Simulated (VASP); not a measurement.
# BN (Fmm2) in VASP: settings compared

BN is run at these levels: LDA, BLYP+D3(BJ); tasks: single point.

Program: VASP 6.6.1. These are calculated values, not measurements. Logs are shortened: lines on timing, memory, paths and dates and some standing lists are left out, and cuts for length are marked.

**1. The cell of the first run**

The structure is orthorhombic, space group Fmm2 (No. 42). The conventional cell has a = 2.490 Å, b = 6.556 Å, c = 4.307 Å, α = 90.00°, β = 90.00°, γ = 90.00°. B (site symmetry mm2) has 3 N at 1.44 Å within 1.9 Å. N (site symmetry mm2) has 3 B at 1.44 Å within 1.9 Å.

**2. Single point, LDA**

The input, INCAR:

```
SYSTEM = BN
PREC = Accurate
ENCUT = 600
EDIFF = 1E-6
ISMEAR = 0
SIGMA = 0.01
LREAL = .False.
LASPH = .True.
NELM = 120
ALGO = Normal
ISIF = 2
LWAVE = .False.
LCHARG = .False.
NBANDS = 11
GGA_COMPAT = .False.
```

The input, KPOINTS:

```
regular mesh
0
Gamma
  10 10 10
  0 0 0
```

The input, POSCAR:

```
BN
1.0
    0.0000000000      3.2782417997      2.1533167735
    1.2451263877      0.0000000000      2.1533167735
    1.2451263877      3.2782417997      0.0000000000
B N
1 1
Direct
    0.0001343881      0.0001343881      0.9998656119
    0.6665822785      0.6665822785      0.3334177215
```

Potentials or basis: VASP PAW LDA potentials, release 64 (B, N).

Command:

```sh
> cat potpaw_LDA.64/B/POTCAR potpaw_LDA.64/N/POTCAR > POTCAR
> mpirun -np 1 vasp_std > vasp.out
```

OUTCAR:

```text
SYSTEM = BN
   PREC = Accurate
   ENCUT = 600
   EDIFF = 1E-6
   ISMEAR = 0
   LREAL = .False.
   LASPH = .True.
   NELM = 120
   ISIF = 2

 ion  position               nearest neighbor table
   1  0.000  0.000  1.000-   2 1.44   2 1.44   2 1.44
   2  0.667  0.667  0.333-   1 1.44   1 1.44   1 1.44

  LATTYP: Found a face centered orthorhombic cell.
 ALAT       =     2.4902527754
 B/A-ratio  =     1.7293961439
 C/A-ratio  =     2.6328586657

  Lattice vectors:

 A1 = (   0.0000000000,   3.2782417997,   2.1533167735)
 A2 = (  -1.2451263877,   3.2782417997,   0.0000000000)
 A3 = (  -1.2451263877,   0.0000000000,   2.1533167735)

Analysis of symmetry for initial positions (statically):
=====================================================================
 Subroutine PRICEL returns:
 Original cell was already a primitive cell.

 Routine SETGRP: Setting up the symmetry group for a
 face centered orthorhombic supercell.

 Subroutine GETGRP returns: Found  4 space group operations
 (whereof  4 operations were pure point group operations)
 out of a pool of  8 trial point group operations.

The static configuration has the point symmetry C_2v.

Analysis of symmetry for dynamics (positions and initial velocities):
=====================================================================
 Subroutine PRICEL returns:
 Original cell was already a primitive cell.

 Routine SETGRP: Setting up the symmetry group for a
 face centered orthorhombic supercell.

 Subroutine GETGRP returns: Found  4 space group operations
 (whereof  4 operations were pure point group operations)
 out of a pool of  8 trial point group operations.

The dynamic configuration has the point symmetry C_2v.

 Subroutine INISYM returns: Found  4 space group operations
 (whereof  4 operations are pure point group operations),
 and found     1 'primitive' translations

----------------------------------------------------------------------------------------

                                     Primitive cell

  volume of cell :      17.5789

  direct lattice vectors                    reciprocal lattice vectors
     0.000000000  3.278241800  2.153316773    -0.401565660  0.152520781  0.232199928
     1.245126388  0.000000000  2.153316773     0.401565660 -0.152520781  0.232199928
     1.245126388  3.278241800  0.000000000     0.401565660  0.152520781 -0.232199928

  length of vectors
     3.922198672  2.487390771  3.506737660     0.488297425  0.488297425  0.488297425

  position of ions in fractional coordinates (direct lattice)
     0.000134388  0.000134388  0.999865612
     0.666582279  0.666582279  0.333417721

  ion indices of the primitive-cell ions
   primitive index   ion index
                 1           1
                 2           2

----------------------------------------------------------------------------------------

 KPOINTS: regular mesh

Automatic generation of k-mesh.
 Grid dimensions read from file:
 generate k-points for:   10   10   10

 Generating k-lattice:

  Cartesian coordinates                     Fractional coordinates (reciprocal lattice)
    -0.040156566  0.015252078  0.023219993     0.100000000 -0.000000000 -0.000000000
     0.040156566 -0.015252078  0.023219993     0.000000000  0.100000000  0.000000000
     0.040156566  0.015252078 -0.023219993     0.000000000  0.000000000  0.100000000

  Length of vectors
     0.048829742  0.048829742  0.048829742

  Shift w.r.t. Gamma in fractional coordinates (k-lattice)
     0.000000000  0.000000000  0.000000000

 Subroutine IBZKPT returns following result:
 ===========================================

 Found    171 irreducible k-points:

 Following reciprocal coordinates:
            Coordinates               Weight
  0.000000  0.000000  0.000000      1.000000
  0.100000  0.000000  0.000000      8.000000
  0.200000  0.000000  0.000000      8.000000
  0.300000  0.000000  0.000000      8.000000
  0.400000  0.000000  0.000000      8.000000
  0.500000 -0.000000  0.000000      4.000000
[... 16 lines left out ...]
  0.300000  0.300000  0.000000      2.000000
  0.400000  0.300000 -0.000000      8.000000
 [... further k-points ...]
   k-points           NKPTS =    171   k-points in BZ     NKDIM =    171   number of bands    NBANDS=     11
   number of dos      NEDOS =    301   number of ions     NIONS =      2
   total plane-waves  NPLWV =  17920
   dimension x,y,z NGX =    32 NGY =   20 NGZ =   28
   dimension x,y,z NGXF=    64 NGYF=   40 NGZF=   56
   ions per type =               1   1
   NGX,Y,Z   is equivalent  to a cutoff of  13.56, 13.37, 13.27 a.u.
   NGXF,Y,Z  is equivalent  to a cutoff of  27.13, 26.73, 26.55 a.u.
 SYSTEM =  BN
   PREC   = accura    normal or accurate (medium, high low for compatibility)
   ISTART =      0    job   : 0-new  1-cont  2-samecut
   ICHARG =      2    charge: 1-file 2-atom 10-const
   ISPIN  =      1    spin polarized calculation?
   LNONCOLLINEAR =      F non collinear calculations
   LSORBIT =      F    spin-orbit coupling
   LASPH  =      T    aspherical Exc in radial PAW
   ENCUT  =  600.0 eV  44.10 Ry    6.64 a.u.   7.83  4.97  7.00*2*pi/ulx,y,z
   NELM   =    120;   NELMIN=  2; NELMDL= -5     # of ELM steps
   EDIFF  = 0.1E-05   stopping-criterion for ELM
   LREAL  =      F    real-space projection
   EDIFFG = 0.1E-04   stopping-criterion for IOM
   NSW    =      0    number of steps for IOM
   IBRION =     -1    ionic relax: 0-MD 1-quasi-New 2-CG
   NFREE  =      0    steps in history (QN), initial steepest desc. (CG)
   ISIF   =      2    stress and relaxation
   ISYM   =      2    0-nonsym 1-usesym 2-fastsym
   POTIM  = 0.5000    time-step for ionic-motion
   TEBEG  =    0.0;   TEEND  =   0.0 temperature during run
   PSTRESS=    0.0 pullay stress
   NELECT =       8.0000    total number of electrons
   NUPDOWN=      -1.0000    fix difference up-down
   EMIN   =  10.00;   EMAX   =-10.00  energy-range for DOS
   EFERMI =   0.00;   METHOD = LEGACY
   ISMEAR =     0;   SIGMA  =   0.01  broadening in eV -4-tet -1-fermi 0-gaus
   EFERMI_NEDOS =   21; number of points for ismear=-14 and -15
   IALGO  =     38    algorithm
   IMIX   =      4    mixing-type and parameters
     AMIX     =   0.40;   BMIX     =  1.00
     AMIX_MAG =   1.60;   BMIX_MAG =  1.00
  volume/ion in A,a.u.               =       8.79        59.31
  Fermi-wavevector in a.u.,A,eV,Ry     =   1.259237  2.379612 21.574447  1.585677
  Thomas-Fermi vector in A             =   2.392807
   LORBIT       =      0    0 simple, 1 ext, 2 COOP (PROOUT), +10 PAW based schemes
   GGA     = CA    functional components
   LHFCALC =     F    Hartree Fock is set to
   AEXX    =    0.0000 exact exchange contribution
   IVDW    =     0    specifies the selected vdW correction
   LEPSILON=     F    determine dielectric tensor
   LRPA    =     F    only Hartree local field effects (RPA)
 non-spin polarized calculation
 Gauss-broadening in eV      SIGMA  =   0.01
  energy-cutoff  :      600.00
  volume of cell :       17.58
 maximum number of plane-waves:       604
   NGX = 15   NGY =  9   NGZ = 13

 number of electron       8.0000000 magnetization

 Free energy of the ion-electron system (eV)
  ---------------------------------------------------
  ext. energy  EPLUGINS =         0.00000000
  ---------------------------------------------------
  free energy    TOTEN  =       -19.28923113 eV

  energy without entropy =      -19.28923113  energy(sigma->0) =      -19.28923113

 E-fermi :   2.5370     XC(G=0): -10.6446

 val. band max:        2.4974743900   @ k =   0.5000  -0.4000   0.1000
 cond. band min:       5.8683047803   @ k =   0.0000   0.5000   0.5000
 fundamental gap:      3.3708303903
 Fermi energy:         2.5370176891

 k-point     1 :       0.0000    0.0000    0.0000
  band No.  band energies     occupation
      1     -15.3839      2.00000
      2      -1.8211      2.00000
      3       1.0351      2.00000
      4       1.0384      2.00000
      5       7.3383      0.00000
      6      13.9536      0.00000
      7      14.0682      0.00000
      8      15.5704      0.00000
      9      17.5209      0.00000
     10      28.1118      0.00000
     11      30.3522      0.00000

 k-point     2 :       0.1000    0.0000    0.0000
  band No.  band energies     occupation
      1     -15.1778      2.00000
      2      -1.6518      2.00000
      3       0.2540      2.00000
      4       0.6643      2.00000
      5       7.8060      0.00000
      6      13.9343      0.00000
      7      14.8138      0.00000
      8      14.8692      0.00000
      9      18.1482      0.00000
     10      27.2425      0.00000
     11      28.6462      0.00000

 k-point     3 :       0.2000    0.0000    0.0000
  band No.  band energies     occupation
      1     -14.5770      2.00000
      2      -1.6356      2.00000
      3      -1.1064      2.00000
      4      -0.1701      2.00000
      5       8.9742      0.00000
      6      12.9983      0.00000
      7      13.7826      0.00000
      8      17.0752      0.00000
      9      19.5552      0.00000
     10      23.9504      0.00000
     11      28.3432      0.00000

 k-point     4 :       0.3000    0.0000    0.0000
  band No.  band energies     occupation
      1     -13.6504      2.00000
      2      -3.8076      2.00000
      3      -1.0185      2.00000
      4      -0.2640      2.00000
      5       9.6694      0.00000
      6      11.5095      0.00000
      7      13.8196      0.00000
      8      20.0280      0.00000
      9      20.6823      0.00000
     10      22.0961      0.00000
     11      26.8840      0.00000

 k-point     5 :       0.4000    0.0000    0.0000
  band No.  band energies     occupation
      1     -12.6045      2.00000
      2      -5.7233      2.00000
      3      -1.6065      2.00000
      4       0.7845      2.00000
      5       7.8846      0.00000
      6      12.2473      0.00000
      7      14.6930      0.00000
      8      19.5296      0.00000
      9      22.6359      0.00000
     10      22.9912      0.00000
     11      25.9524      0.00000
[... 211 lines left out ...]
 k-point    21 :      -0.3000    0.2000   -0.0000
  band No.  band energies     occupation
      1     -12.1672      2.00000
      2      -5.4960      2.00000
      3      -3.2983      2.00000
      4       1.1634      2.00000
      5       7.8420      0.00000
      6      13.9406      0.00000
      7      15.9592      0.00000
      8      18.0589      0.00000
      9      20.0310      0.00000
     10      23.1962      0.00000
     11      25.7445      0.00000

 k-point    22 :      -0.2000    0.2000   -0.0000
  band No.  band energies     occupation
      1     -13.1192      2.00000
      2      -4.1397      2.00000
      3      -2.3833      2.00000
      4       0.1087      2.00000
      5       9.3088      0.00000
      6      12.7003      0.00000
      7      15.4380      0.00000
      8      18.0812      0.00000
      9      19.2506      0.00000
     10      23.2586      0.00000
     11      26.1879      0.00000

 k-point    23 :       0.3000    0.3000    0.0000
  band No.  band energies     occupation
      1     -13.7012      2.00000
      2      -3.9115      2.00000
      3      -1.0122      2.00000
      4       0.2380      2.00000
      5       9.8699      0.00000
      6      11.3345      0.00000
      7      13.7478      0.00000
      8      19.3667      0.00000
      9      20.1592      0.00000
     10      24.0599      0.00000
     11      25.1843      0.00000

 k-point    24 :       0.4000    0.3000   -0.0000
  band No.  band energies     occupation
      1     -13.0510      2.00000
      2      -4.9103      2.00000
      3      -1.8694      2.00000
      4       0.9563      2.00000
      5       9.9328      0.00000
      6      11.1443      0.00000
      7      14.4354      0.00000
      8      18.4105      0.00000
      9      20.7056      0.00000
     10      22.0501      0.00000
     11      26.2565      0.00000

 [... further k-points ...]

------------------------ aborting loop because EDIFF is reached ----------------------------------------

  FORCE on cell =-STRESS in cart. coord.  units (eV):
  Direction    XX          YY          ZZ          XY          YZ          ZX
  --------------------------------------------------------------------------------------
  -------------------------------------------------------------------------------------
  Total        0.0615644     -0.0265566      0.0611681      0.0000000      0.0000000      0.0000000
  in kB        5.6110988     -2.4204172      5.5749822      0.0000000      0.0000000      0.0000000
  external PRESSURE =       2.9218880 kB  Pullay stress =       0.0000000 kB

 VOLUME and BASIS-vectors are now :
 -----------------------------------------------------------------------------
  energy-cutoff  :      600.00
  volume of cell :       17.58
      direct lattice vectors                 reciprocal lattice vectors
     0.000000000  3.278241800  2.153316773    -0.401565660  0.152520781  0.232199928
     1.245126388  0.000000000  2.153316773     0.401565660 -0.152520781  0.232199928
     1.245126388  3.278241800  0.000000000     0.401565660  0.152520781 -0.232199928

 POSITION                                       TOTAL-FORCE (eV/Angst)
 -----------------------------------------------------------------------------------
      1.24513      3.27824      0.00058         0.000000      0.000000     -0.000048
      1.24513      3.27824      2.87073         0.000000      0.000000      0.000048
 -----------------------------------------------------------------------------------
    total drift:                                0.000002      0.000003     -0.000020

  FREE ENERGIE OF THE ION-ELECTRON SYSTEM (eV)
  ---------------------------------------------------
  free  energy   TOTEN  =       -19.2892311283 eV

  energy  without entropy=      -19.2892311283  energy(sigma->0) =      -19.28923113
```

It took 30 s on 1 thread of Intel Xeon Platinum 8259CL at 2.50GHz (Skylake/Cascade Lake), shared host; peak memory 0.15 GiB.

What came out:

* Free energy: -19.2892 eV
* Pressure: 0.3 GPa
* Band gap on the k mesh: 3.37 eV (least direct gap 4.56 eV)

Stress tensor (GPa, compression positive):
```
 0.56  0.00  0.00
 0.00 -0.24  0.00
 0.00  0.00  0.56
```

Levels at points of the mesh, in eV from the valence-band top:
```tsv
k point	band 1	band 2	band 3	band 4	band 5	band 6	band 7	band 8
(0.00, 0.00, 0.00)	-17.88	-4.32	-1.46	-1.46	4.84	11.46	11.57	13.07
(0.50, 0.00, 0.00)	-14.55	-9.08	-4.31	-1.11	4.39	9.96	13.33	16.05
(0.50, 0.50, 0.00)	-14.62	-9.23	-4.30	-0.38	5.98	9.46	12.05	13.89
(0.50, 0.00, 0.50)	-17.54	-6.64	-1.50	-1.45	10.03	11.39	11.50	12.65
(0.00, 0.50, 0.50)	-14.44	-8.92	-4.38	-1.77	3.37	9.94	14.64	19.10
```

A k mesh can miss the band edges.

**3. Single point, BLYP+D3(BJ)**

The input, INCAR:

```
  AGGAC = 1.0
  AGGAX = 1.0
  ALDAC = 0.0
  ALDAX = 1.0
  ALGO = Normal
  EDIFF = 1E-6
  ENCUT = 600
  GGA = B5
  GGA_COMPAT = False
  ISIF = 2
  ISMEAR = 0
  IVDW = 12
  LASPH = True
  LCHARG = False
  LREAL = False
  LWAVE = False
  NBANDS = 11
  NELM = 120
  PREC = Accurate
  SIGMA = 0.01
  VDW_A1 = 0.4298
  VDW_A2 = 4.2359
  VDW_S6 = 1.0
  VDW_S8 = 2.6996
```

The input, KPOINTS:

```
k-points
0
Gamma
  10 10 10
```

The input, POSCAR:

```
BN
1.0
    0.0000000000      3.2372179188      2.1679640023
    1.2538845514      0.0000000000      2.1679640023
    1.2538845514      3.2372179188      0.0000000000
B N
1 1
Direct
    0.0001480115      0.0001480115      0.9998519885
    0.6665686552      0.6665686552      0.3334313448
```

Potentials or basis: VASP PAW PBE potentials, release 64 (B, N).

Command:

```sh
> cat potpaw_PBE.64/B/POTCAR potpaw_PBE.64/N/POTCAR > POTCAR
> mpirun -np 1 vasp_std > vasp.out
```

OUTCAR:

```text
EDIFF = 1E-6
   ENCUT = 600
   GGA = B5
   ISIF = 2
   ISMEAR = 0
   IVDW = 12
   LASPH = True
   LREAL = False
   NELM = 120
   PREC = Accurate
 IVDW          = 12

 ion  position               nearest neighbor table
   1  0.000  0.000  1.000-   2 1.45   2 1.45   2 1.45
   2  0.667  0.667  0.333-   1 1.45   1 1.45   1 1.45

  LATTYP: Found a face centered orthorhombic cell.
 ALAT       =     2.5077691028
 B/A-ratio  =     1.7289980963
 C/A-ratio  =     2.5817511789
[... 525 lines left out ...]

------------------------ aborting loop because EDIFF is reached ----------------------------------------

 Edisp (eV)   -0.55938

 E8    (eV) :    -0.3362

  FORCE on cell =-STRESS in cart. coord.  units (eV):
  Direction    XX          YY          ZZ          XY          YZ          ZX
  --------------------------------------------------------------------------------------
  -------------------------------------------------------------------------------------
  Total      -0.05517    -0.04126    -0.05619     0.00000     0.00000     0.00000
  in kB      -5.02236    -3.75588    -5.11482     0.00000     0.00000     0.00000
  external pressure =       -4.63 kB  Pullay stress =        0.00 kB

 VOLUME and BASIS-vectors are now :
 -----------------------------------------------------------------------------
  energy-cutoff  :      600.00
  volume of cell :       17.60
      direct lattice vectors                 reciprocal lattice vectors
     0.000000000  3.237217919  2.167964002    -0.398760795  0.154453612  0.230631136
     1.253884551  0.000000000  2.167964002     0.398760795 -0.154453612  0.230631136
     1.253884551  3.237217919  0.000000000     0.398760795  0.154453612 -0.230631136

 POSITION                                       TOTAL-FORCE (eV/Angst)
 -----------------------------------------------------------------------------------
      1.25388      3.23722      0.00064         0.000000      0.000000     -0.000019
      1.25388      3.23722      2.89019         0.000000      0.000000      0.000019
 -----------------------------------------------------------------------------------
    total drift:                                0.000003     -0.000006     -0.000104

  FREE ENERGIE OF THE ION-ELECTRON SYSTEM (eV)
  ---------------------------------------------------
  free  energy   TOTEN  =       -17.3616727732 eV

  energy  without entropy=      -17.3616727732  energy(sigma->0) =      -17.36167277
```

stdout:

```text
POSCAR found type information on POSCAR B N
 POSCAR found :  2 types and       2 ions
 scaLAPACK will be used
 -----------------------------------------------------------------------------
|                                                                             |
|                                                                             |
|     You enforced a specific xc type in the INCAR file but a different       |
|     I HOPE YOU KNOW WHAT YOU ARE DOING!                                     |
|                                                                             |
 -----------------------------------------------------------------------------

 LDA part: xc-table for (Slater(with rela. corr.)+VWN5), standard interpolation
 POSCAR, INCAR and KPOINTS ok, starting setup
 FFT: planning ... GRIDC
 FFT: planning ... GRID_SOFT
 FFT: planning ... GRID
 WAVECAR not read
 entering main loop
```

It took 36 s on 1 thread of Intel Xeon Platinum 8259CL at 2.50GHz (Skylake/Cascade Lake), shared host; peak memory 0.18 GiB.

Results:

```
Free energy                : -17.3617 eV
Pressure                   : -0.5 GPa
Band gap on the k mesh     : 3.54 eV (least direct gap 4.69 eV)
Dispersion energy per atom : -0.280 eV
```

Caveat: the PAW data sets were made with another functional, which shifts forces and pressure a little.
